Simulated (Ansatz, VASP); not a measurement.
# Tl: VASP beside Ansatz

```
CELL_PARAMETERS angstrom
-1.98952 1.98952 1.94100
1.98952 -1.98952 1.94100
1.98952 1.98952 -1.94100
ATOMIC_POSITIONS crystal
Tl 0.00000 0.00000 0.00000
```

Change from the starting cell: strain +0.025 along x and y, +0.000 along z, atoms carried along.

Alike in both runs: task single point; functional PBE; dispersion D3(BJ); k mesh 18 × 18 × 18; occupations gaussian, width 0.15 eV; no spin polarisation.

|  | VASP | Ansatz |
| --- | --- | --- |
| version | VASP 6.6.1 | Ansatz 0.2.0 |
| potentials or method | VASP PAW PBE potentials, release 64 (Tl_d), cutoff 520 eV | scalar-relativistic, plane waves, PAW |
| valence electrons in the cell | 13 | 13 |

Ansatz gave:

- gap on the k mesh at the Fermi level (eV): none
- pressure (GPa): -1.1
- traceless stress, the component that is largest in VASP (GPa): 0.08

Question: What did VASP give for the same quantities?

Answer: gap on the k mesh at the Fermi level (eV): none; pressure (GPa): -1.2; traceless stress, the component that is largest in VASP (GPa): 0.08.

A gap of «none» marks a metal or a gap that the smearing closes.

Spin-orbit coupling is off throughout.
